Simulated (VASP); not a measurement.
Input of a VASP 6.6.1 run:

Contents of INCAR:

```
SYSTEM = ZnSe
  PREC = Accurate
  ENCUT = 520
  EDIFF = 1E-6
  ISMEAR = -1
  SIGMA = 0.02
  LREAL = .False.
  LASPH = .True.
  NELM = 100
  ALGO = Normal
  ISIF = 2
  LWAVE = .False.
  LCHARG = .False.
  GGA = PE
  NBANDS = 16
```

The input KPOINTS:

```
Automatic mesh
0
Gamma
  13 13 13
  0 0 0
```

POSCAR

```
ZnSe
1.0
    0.0000000000      2.8147806350      2.8147806350
    2.8147806350      0.0000000000      2.8147806350
    2.8147806350      2.8147806350      0.0000000000
Zn Se
1 1
Direct
    0.0000000000      0.0000000000      0.0000000000
    0.2500000000      0.2500000000      0.2500000000
```

Potentials or basis: VASP PAW PBE potentials, release 64 (Zn, Se).

Command:

```console
$ cat potpaw_PBE.64/Zn/POTCAR potpaw_PBE.64/Se/POTCAR > POTCAR
$ mpirun -np 1 vasp_std > vasp.out
```

**Question.** Predict the band gap on the k mesh.

**Answer.** 1.37 eV, direct.

**Question.** What does it give for the pressure?

**Answer.** 3.7 GPa.
